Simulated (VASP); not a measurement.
# Al16N15F (a cell with a defect) in VASP: further runs, part 2 of 2

VASP 6.6.1.

**3. Relaxation of the atoms, PBE**

Input file INCAR:

```
SYSTEM = Al16N15F
PREC = Accurate
ENCUT = 520
EDIFF = 1E-7
ISMEAR = 0
SIGMA = 0.01
LREAL = Auto
LASPH = .TRUE.
NELM = 60
ALGO = Normal
ISIF = 2
LWAVE = .FALSE.
LCHARG = .FALSE.
GGA = PE
IBRION = 2
NSW = 100
EDIFFG = -0.03
```

Input file KPOINTS:

```
Automatic mesh
0
Gamma
  1 1 1
  0.25 0.25 0.25
```

Input file POSCAR:

```
Al16N15F
1.0
    6.2595139100      0.0000000600      0.0000000000
   -3.1297570100      5.4208980300      0.0000000000
    0.0000000000      0.0000000000     10.0348065900
Al N F
16 15 1
Direct
    0.3333333300      0.1666666700      0.2496176900
    0.1666666700      0.3333333300      0.4996176900
    0.3333333300      0.1666666700      0.7496176900
    0.1666666700      0.3333333300      0.9996176900
    0.3333333300      0.6666666700      0.2496176900
    0.1666666700      0.8333333300      0.4996176900
    0.3333333300      0.6666666700      0.7496176900
    0.1666666700      0.8333333300      0.9996176900
    0.8333333300      0.1666666700      0.2496176900
    0.6666666700      0.3333333300      0.4996176900
    0.8333333300      0.1666666700      0.7496176900
    0.6666666700      0.3333333300      0.9996176900
    0.8333333300      0.6666666700      0.2496176900
    0.6666666700      0.8333333300      0.4996176900
    0.8333333300      0.6666666700      0.7496176900
    0.6666666700      0.8333333300      0.9996176900
    0.3333333300      0.1666666700      0.4403823100
    0.1666666700      0.3333333300      0.1903823100
    0.3333333300      0.1666666700      0.9403823100
    0.1666666700      0.3333333300      0.6903823100
    0.3333333300      0.6666666700      0.4403823100
    0.1666666700      0.8333333300      0.1903823100
    0.3333333300      0.6666666700      0.9403823100
    0.1666666700      0.8333333300      0.6903823100
    0.8333333300      0.1666666700      0.4403823100
    0.6666666700      0.3333333300      0.1903823100
    0.8333333300      0.1666666700      0.9403823100
    0.6666666700      0.3333333300      0.6903823100
    0.6666666700      0.8333333300      0.1903823100
    0.8333333300      0.6666666700      0.9403823100
    0.6666666700      0.8333333300      0.6903823100
    0.8333333300      0.6666666700      0.4403823100
```

Potentials or basis: VASP PAW PBE potentials, release 64 (Al, N, F).

Command:

```
> cat potpaw_PBE.64/Al/POTCAR potpaw_PBE.64/N/POTCAR potpaw_PBE.64/F/POTCAR > POTCAR
> mpirun -np 1 vasp_std > vasp.out
```

Run time: 14 min. Hardware: 1 thread of AMD EPYC 9R45 (Zen 5), shared host; peak memory 0.44 GiB.

Results (log left out):

```
Free energy                  : -231.9133 eV
Energy gained by relaxing    : 69.1 meV/atom
Ionic steps                  : 27
Pressure after relaxing      : 2.9 GPa
Largest force after relaxing : 0.024 eV/Å
Band gap on the k mesh       : 1.88 eV
```

Forces on the atoms (eV/Å):
```
Al   0.000  0.000  0.001
Al   0.000  0.000  0.003
Al  -0.001  0.001 -0.005
Al   0.000  0.000  0.024
Al   0.000  0.000  0.001
Al   0.001  0.001 -0.002
Al   0.000 -0.002 -0.005
Al   0.001  0.001 -0.010
Al   0.000  0.000  0.001
Al   0.000 -0.002 -0.002
Al   0.001  0.001 -0.005
Al   0.000 -0.002 -0.010
Al   0.000  0.000  0.009
Al  -0.001  0.001 -0.002
Al   0.000  0.000  0.008
Al  -0.001  0.001 -0.010
N   -0.002  0.001  0.002
N    0.000  0.000  0.011
N   -0.005  0.003  0.005
N    0.000  0.000 -0.014
N    0.000 -0.003  0.002
N    0.001  0.000 -0.005
N    0.000 -0.006  0.005
N   -0.001 -0.001  0.003
N    0.002  0.001  0.002
N    0.000 -0.001 -0.005
N    0.005  0.003  0.005
N    0.000  0.001  0.003
N   -0.001  0.000 -0.005
N    0.000  0.000  0.001
N    0.001 -0.001  0.003
F    0.000  0.000 -0.009
```

Stress tensor (GPa, compression positive):
```
-0.29  0.00  0.00
 0.00 -0.29  0.00
 0.00  0.00  9.30
```

The path:
```tsv
step	energy change (eV)	largest force (eV/Å)	pressure (GPa)
1	0.0000	2.6328	4.32
2	-0.5558	0.6743	4.67
3	-0.5649	0.6207	4.62
4	-0.7069	1.1271	4.54
5	-0.8158	2.2326	4.42
6	-0.8628	2.4179	4.35
7	-1.0052	2.8330	4.15
8	-1.2177	2.9101	3.79
9	-0.7726	2.4961	3.63
10	-1.2407	2.7598	3.71
11	-1.5174	2.2848	3.44
12	-1.7815	1.0307	3.17
13	-1.9349	0.7518	3.17
14	-2.0466	0.5219	3.28
15	-2.1146	0.4411	3.19
16	-2.1444	0.3936	3.13
17	-2.1803	0.2106	3.01
18	-2.1899	0.2954	2.93
19	-2.1992	0.2052	2.95
20	-2.2018	0.1777	2.95
21	-2.2076	0.0872	2.94
22	-2.2086	0.1061	2.94
23	-2.2105	0.0538	2.94
24	-2.2105	0.0537	2.94
25	-2.2113	0.0390	2.92
26	-2.2113	0.0457	2.92
27	-2.2115	0.0241	2.91
```

Final structure:
```yaml
crystal:
  lattice:
    - [6.25951, 0.00000, 0.00000]
    - [-3.12976, 5.42090, 0.00000]
    - [0.00000, 0.00000, 10.03481]
  atoms:
    - { symbol: Al, position: [0.33472, 0.16528, 0.25229] }
    - { symbol: Al, position: [0.16667, 0.33333, 0.50179] }
    - { symbol: Al, position: [0.33142, 0.16858, 0.75641] }
    - { symbol: Al, position: [0.16667, 0.33333, 0.00643] }
    - { symbol: Al, position: [0.33472, 0.66944, 0.25229] }
    - { symbol: Al, position: [0.16214, 0.83107, 0.51441] }
    - { symbol: Al, position: [0.33142, 0.66285, 0.75641] }
    - { symbol: Al, position: [0.17356, 0.83678, 0.99535] }
    - { symbol: Al, position: [0.83056, 0.16528, 0.25229] }
    - { symbol: Al, position: [0.66893, 0.33786, 0.51441] }
    - { symbol: Al, position: [0.83715, 0.16858, 0.75641] }
    - { symbol: Al, position: [0.66322, 0.32644, 0.99535] }
    - { symbol: Al, position: [0.83333, 0.66667, 0.20107] }
    - { symbol: Al, position: [0.66893, 0.83107, 0.51441] }
    - { symbol: Al, position: [0.83333, 0.66667, 0.74271] }
    - { symbol: Al, position: [0.66322, 0.83678, 0.99535] }
    - { symbol: N, position: [0.33565, 0.16435, 0.44346] }
    - { symbol: N, position: [0.16667, 0.33333, 0.19538] }
    - { symbol: N, position: [0.33067, 0.16933, 0.94301] }
    - { symbol: N, position: [0.16667, 0.33333, 0.69212] }
    - { symbol: N, position: [0.33565, 0.67131, 0.44346] }
    - { symbol: N, position: [0.17542, 0.83771, 0.18442] }
    - { symbol: N, position: [0.33067, 0.66134, 0.94301] }
    - { symbol: N, position: [0.17590, 0.83795, 0.70341] }
    - { symbol: N, position: [0.82869, 0.16435, 0.44346] }
    - { symbol: N, position: [0.66229, 0.32458, 0.18442] }
    - { symbol: N, position: [0.83866, 0.16933, 0.94301] }
    - { symbol: N, position: [0.66205, 0.32410, 0.70341] }
    - { symbol: N, position: [0.66229, 0.83771, 0.18442] }
    - { symbol: N, position: [0.83333, 0.66667, 0.94579] }
    - { symbol: N, position: [0.66205, 0.83795, 0.70341] }
    - { symbol: F, position: [0.83333, 0.66667, 0.37642] }
```

Levels at points of the mesh, in eV from the valence-band top:
```csv
k point,band 63,band 64,band 65,band 66,band 67,band 68
"(0.25, 0.25, 0.25)",-3.18,-2.93,0.00,1.88,2.19,3.22
```

Caveat: the k points lie up to 1.16 Å⁻¹ apart, too coarse for converged energies, forces and pressures.

**4. Relaxation of the atoms, PBE**

Input file INCAR:

```
SYSTEM = Al16N15F
ALGO     = Normal         ! electronic algorithm
EDIFF    = 1E-7           ! SCF threshold, eV
EDIFFG   = -0.03          ! ionic threshold
ENCUT    = 520            ! plane-wave cutoff, eV
GGA      = PE             ! functional
IBRION   = 2              ! ionic algorithm
ISIF     = 2              ! what is computed and relaxed
ISMEAR   = 0              ! smearing method
LASPH    = .True.         ! aspherical terms in the spheres
LCHARG   = .False.        ! write CHGCAR
LREAL    = Auto         
LWAVE    = .False.        ! write WAVECAR
NELECT   = 128.0        
NELM     = 60             ! most SCF steps
NSW      = 100            ! ionic steps
PREC     = Accurate       ! precision mode
SIGMA    = 0.01           ! smearing width, eV
```

KPOINTS is that of step 3.

POSCAR is that of step 3.

Command:

```
> cat potpaw_PBE.64/Al/POTCAR potpaw_PBE.64/N/POTCAR potpaw_PBE.64/F/POTCAR > POTCAR
> mpirun -np 1 vasp_std > vasp.out
```

Run time: 8.1 min. Hardware: 1 thread of AMD EPYC 9R45 (Zen 5), shared host; peak memory 0.45 GiB.

Results (log left out):

```yaml
Free_energy: -250.9221 eV
Energy_gained_by_relaxing: 74.3 meV/atom
Ionic_steps: 18
Largest_force_after_relaxing: 0.029 eV/Å
```

Forces in eV/Å, atoms in the order of the input:
```
Al  -0.003  0.002 -0.011
Al   0.000  0.000  0.023
Al  -0.007  0.004  0.005
Al   0.000  0.000 -0.012
Al   0.000 -0.004 -0.011
Al   0.010  0.006  0.026
Al   0.000 -0.008  0.005
Al   0.001  0.000 -0.003
Al   0.003  0.002 -0.011
Al   0.000 -0.011  0.026
Al   0.007  0.004  0.005
Al   0.000 -0.001 -0.003
Al   0.000  0.000 -0.024
Al  -0.010  0.006  0.026
Al   0.000  0.000  0.014
Al  -0.001  0.000 -0.003
N    0.005 -0.003 -0.016
N    0.000  0.000  0.027
N    0.012 -0.007  0.008
N    0.000  0.000 -0.003
N    0.000  0.006 -0.016
N    0.004  0.002 -0.004
N    0.000  0.014  0.008
N   -0.006 -0.003 -0.018
N   -0.005 -0.003 -0.016
N    0.000 -0.004 -0.004
N   -0.012 -0.007  0.008
N    0.000  0.006 -0.018
N   -0.004  0.002 -0.004
N    0.000  0.000  0.000
N    0.006 -0.003 -0.018
F    0.000  0.000  0.013
```

Step by step:
```csv
step,energy change (eV),largest force (eV/Å),pressure (GPa)
1,0.0000,5.4145,-9.23
2,-1.5144,2.7019,-7.02
3,-2.0662,1.0534,-8.33
4,-2.1986,0.7803,-8.25
5,-2.2186,0.7737,-8.31
6,-2.2825,0.5754,-8.26
7,-2.2933,0.4673,-8.21
8,-2.3318,0.2944,-8.21
9,-2.3359,0.2764,-8.19
10,-2.3556,0.2319,-8.19
11,-2.3556,0.2292,-8.19
12,-2.3687,0.1577,-8.16
13,-2.3696,0.1384,-8.14
14,-2.3770,0.0721,-8.10
15,-2.3774,0.0496,-8.09
16,-2.3782,0.0480,-8.09
17,-2.3782,0.0406,-8.09
18,-2.3786,0.0287,-8.09
```

Final structure:
```cif
data_structure
_symmetry_space_group_name_H-M 'P 1'
_symmetry_Int_Tables_number 1
_cell_length_a 6.2595
_cell_length_b 6.2595
_cell_length_c 10.0348
_cell_angle_alpha 90.000
_cell_angle_beta 90.000
_cell_angle_gamma 120.000
_cell_volume 340.50
loop_
_atom_site_label
_atom_site_type_symbol
_atom_site_fract_x
_atom_site_fract_y
_atom_site_fract_z
_atom_site_occupancy
Al1 Al 0.33216 0.16784 0.24815 1
Al2 Al 0.16667 0.33333 0.50347 1
Al3 Al 0.33154 0.16846 0.75234 1
Al4 Al 0.16667 0.33333 0.00078 1
Al5 Al 0.33216 0.66432 0.24815 1
Al6 Al 0.19301 0.84650 0.50710 1
Al7 Al 0.33154 0.66308 0.75234 1
Al8 Al 0.17560 0.83780 0.99745 1
Al9 Al 0.83568 0.16784 0.24815 1
Al10 Al 0.65350 0.30699 0.50710 1
Al11 Al 0.83692 0.16846 0.75234 1
Al12 Al 0.66220 0.32440 0.99745 1
Al13 Al 0.83333 0.66667 0.20037 1
Al14 Al 0.65350 0.84650 0.50710 1
Al15 Al 0.83333 0.66667 0.75658 1
Al16 Al 0.66220 0.83780 0.99745 1
N1 N 0.33276 0.16724 0.44004 1
N2 N 0.16667 0.33333 0.19083 1
N3 N 0.33271 0.16729 0.93983 1
N4 N 0.16667 0.33333 0.69013 1
N5 N 0.33276 0.66551 0.44004 1
N6 N 0.17106 0.83553 0.19079 1
N7 N 0.33271 0.66541 0.93983 1
N8 N 0.16400 0.83200 0.69062 1
N9 N 0.83449 0.16724 0.44004 1
N10 N 0.66447 0.32894 0.19079 1
N11 N 0.83459 0.16729 0.93983 1
N12 N 0.66800 0.33600 0.69062 1
N13 N 0.66447 0.83553 0.19079 1
N14 N 0.83333 0.66667 0.94896 1
N15 N 0.66800 0.83200 0.69062 1
F1 F 0.83333 0.66667 0.44993 1
```

Levels at points of the mesh, in eV from the Fermi level:
```
           k point  band 62  band 63  band 64  band 65  band 66  band 67
(0.25, 0.25, 0.25)    -0.36    -0.26    -0.12     4.78     5.30     5.96
```

Caveat: the k points lie up to 1.16 Å⁻¹ apart, too coarse for converged energies, forces and pressures; the cell carries a net charge on a neutralising background, which shifts energy and pressure; the cell is charged against a uniform background, so pressure and absolute levels hang on convention.
